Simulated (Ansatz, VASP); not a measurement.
**C in VASP and in Ansatz**

Contents of INCAR:

```
  PREC = Accurate
  ENCUT = 520
  EDIFF = 1E-6
  ISMEAR = 0
  SIGMA = 0.05
  LREAL = False
  LASPH = True
  NELM = 80
  ALGO = Normal
  ISIF = 2
  LWAVE = False
  LCHARG = False
  GGA = CA
  NBANDS = 26
```

Contents of KPOINTS:

```
regular mesh
0
Gamma
  8 8 8
```

File POSCAR:

```
C
1.0
   -2.4103983070      2.4103983070      2.4103983070
    2.4103983070     -2.4103983070      2.4103983070
    2.4103983070      2.4103983070     -2.4103983070
C
8
Direct
    0.2990689732     -0.0264021138     -0.0528042275
    0.6745289130      0.6745289130      0.6745289130
    0.0000000000      0.3254710870      0.0000000000
    0.0000000000      0.0000000000      0.3254710870
    0.0000000000      0.6745289130      0.0000000000
    0.3254710870      0.3254710870      0.3254710870
    0.6745289130      0.0000000000      0.0000000000
    0.0000000000      0.0000000000      0.6745289130
```

Input for Ansatz:

```yaml
crystal:
  lattice:
    - [-2.410398307, 2.410398307, 2.410398307]
    - [2.410398307, -2.410398307, 2.410398307]
    - [2.410398307, 2.410398307, -2.410398307]
  atoms:
    - { symbol: C, position: [0.2990689732, -0.0264021138, -0.0528042275] }
    - { symbol: C, position: [0.674528913, 0.674528913, 0.674528913] }
    - { symbol: C, position: [0.0, 0.325471087, 0.0] }
    - { symbol: C, position: [0.0, 0.0, 0.325471087] }
    - { symbol: C, position: [0.0, 0.674528913, 0.0] }
    - { symbol: C, position: [0.325471087, 0.325471087, 0.325471087] }
    - { symbol: C, position: [0.674528913, 0.0, 0.0] }
    - { symbol: C, position: [0.0, 0.0, 0.674528913] }
basis:
  ecutwfc: 420
kpoints:
  mp_grid: { grid: [8, 8, 8] }
hamiltonian:
  xc: lda
scf:
  occupations: { method: gaussian, width: 0.05 }
output:
  forces: true
  stress: true
  eigenvalues: true
```

Alike in both runs: task single point; functional LDA; k mesh 8 × 8 × 8; occupations gaussian, width 0.05 eV; no spin polarisation.

|  | VASP | Ansatz |
| --- | --- | --- |
| version | VASP 6.6.1 | Ansatz 0.2.0 |
| potentials or method | VASP PAW LDA potentials, release 64 (C), cutoff 520 eV | scalar-relativistic, plane waves, PAW |
| valence electrons in the cell | 32 | 32 |

Ansatz gave:

* gap on the k mesh at the Fermi level (eV): 2.06
* least direct gap on the mesh (eV): 3.18
* pressure (GPa): 1.5
* traceless stress, the component that is largest in VASP (GPa): 10.02
* rms of the force components (eV/Å): 1.381

Question: What did VASP give for the same quantities?

Answer: gap on the k mesh at the Fermi level (eV): 2.05; least direct gap on the mesh (eV): 3.16; pressure (GPa): 2.6; traceless stress, the component that is largest in VASP (GPa): 10.12; rms of the force components (eV/Å): 1.389.

LDA's correlation is that of Perdew and Zunger in VASP and of Perdew and Wang (1992) in Ansatz. Atom by atom the forces differ by 0.030 eV/Å (rms over components).
